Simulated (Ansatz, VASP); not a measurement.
## One calculation of BePd, two programs

INCAR

```
SYSTEM = BePd
  ALGO = Normal
  EDIFF = 1E-7
  ENCUT = 520
  ISIF = 2
  ISMEAR = -1
  LASPH = .True.
  LCHARG = .True.
  LELF = .True.
  LREAL = .False.
  LVHAR = .True.
  LWAVE = .False.
  NBANDS = 13
  NELM = 80
  PREC = Accurate
  SIGMA = 0.08
```

File KPOINTS:

```
k-points
0
Gamma
  12 12 12
  0 0 0
```

File POSCAR:

```
BePd
1.0
    2.8223455836      0.0000000000      0.0000000000
    0.0000000000      2.8223455836      0.0000000000
    0.0000000000      0.0000000000      2.8223455836
Be Pd
1 1
Direct
    0.0000000000      0.0000000000      0.0000000000
    0.5000000000      0.5000000000      0.5000000000
```

Input for Ansatz:

```yaml
crystal:
  lattice:
    - [2.8223455836, 0.0, 0.0]
    - [0.0, 2.8223455836, 0.0]
    - [0.0, 0.0, 2.8223455836]
  atoms:
    - { symbol: Be, position: [0.0, 0.0, 0.0] }
    - { symbol: Pd, position: [0.5, 0.5, 0.5] }
kpoints:
  mp_grid: { grid: [12, 12, 12] }
  band_path:
    path:
      - [0.0, 0.0, 0.0]
      - [0.0, 0.5, 0.0]
      - [0.5, 0.5, 0.0]
      - [0.0, 0.0, 0.0]
      - [0.5, 0.5, 0.5]
      - [0.0, 0.5, 0.0]
      - [0.5, 0.5, 0.5]
      - [0.5, 0.5, 0.0]
    npoints: 5
scf:
  occupations: { method: fermi_dirac, width: 0.08 }
hamiltonian:
  xc: lda
  pseudopotentials: { kind: all_electron, lapw: { basis_error: 0.001 } }
output:
  forces: true
  stress: true
  eigenvalues: true
```

Change from the starting cell: volume scaled by 1.01.

Alike in both runs: task single point; functional LDA; k mesh 12 × 12 × 12; occupations fermi-dirac, width 0.08 eV; no spin polarisation.

|  | VASP | Ansatz |
| --- | --- | --- |
| version | VASP 6.6.1 | Ansatz 0.2.0 |
| potentials or method | VASP PAW LDA potentials, release 64 (Be, Pd), cutoff 520 eV | all-electron LAPW, scalar-relativistic |

Ansatz gave:

| Item | Value |
| --- | --- |
| pressure (GPa) | -9.6 |

Question: Estimate VASP's values.

Answer: Pressure (GPa): -9.0.

LDA's correlation is that of Perdew and Zunger in VASP and of Perdew and Wang (1992) in Ansatz. Ansatz ran all-electron here, and VASP with PAW potentials.
